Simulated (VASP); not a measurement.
A run of VASP 6.6.1:

Contents of INCAR:

```
PREC = Accurate ; ENCUT = 520
EDIFF = 1E-6 ; ISMEAR = -1
SIGMA = 0.15 ; LREAL = F
LASPH = T ; NELM = 150
ALGO = Normal ; ISIF = 2
LWAVE = F ; LCHARG = F
ISPIN = 2 ; MAGMOM = 2.5 2.5
LORBIT = 11 ; LMAXMIX = 4
GGA = PS ; NBANDS = 20
```

The input KPOINTS:

```
regular mesh
0
Gamma
  15 15 8
```

File POSCAR:

```
Co
1.0
    2.4873650000      0.0000000000      0.0000000000
   -1.2436820000      2.1541210000      0.0000000000
    0.0000000000      0.0000000000      4.0632900000
Co
2
Direct
    0.6666666667      0.3333333333      0.2598610000
    0.3333333333      0.6666666667      0.7401390000
```

Potentials or basis: VASP PAW PBE potentials, release 64 (Co).

Run with:

```bash
$ cat potpaw_PBE.64/Co/POTCAR > POTCAR
$ mpirun -np 1 vasp_std > vasp.out
```

Hardware: 1 thread of AMD EPYC 7R43 64-Core Processor (Zen 3), on a shared host.

**Question.** Estimate the wall time of this run.

**Answer.** Wall time 2.1 min on 1 thread of AMD EPYC 7R43 64-Core Processor (Zen 3), with other jobs on the host, peak memory 0.19 GiB. Counts: scf iterations 14, k points 192.
